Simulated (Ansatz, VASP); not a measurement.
# One calculation of Cu, two programs

```
CELL_PARAMETERS angstrom
0.00000 1.80000 1.80000
1.80000 0.00000 1.80000
1.80000 1.80000 0.00000
ATOMIC_POSITIONS crystal
Cu 0.00000 0.00000 0.00000
```

Alike in both runs: task relaxation of cell and atoms; functional PBE; k mesh 12 × 12 × 12; occupations gaussian, width 0.1 eV; no spin polarisation.

|  | VASP | Ansatz |
| --- | --- | --- |
| version | VASP 6.6.1 | Ansatz 0.2.0 |
| potentials or method | VASP PAW PBE potentials, release 64 (Cu) | scalar-relativistic, plane waves, PAW |
| plane-wave cutoff (eV) | 600 | 420 |
| valence electrons in the cell | 11 | 19 |

|  | VASP | Ansatz | Ansatz less VASP |
| --- | --- | --- | --- |
| gap on the k mesh at the Fermi level, each at its own relaxed structure (eV) | none | none | - |
| relaxed volume (Å³/atom) | 12.00 | 11.95 | -0.055 |
| relaxed cell length with the largest relative difference (Å) | 2.570 | 2.566 | -0.0040 |

A gap of «none» marks a metal or a gap that the smearing closes. VASP's potentials hold 11 valence electrons a cell and Ansatz's 19, so a difference there can come from the potentials and not from the codes.
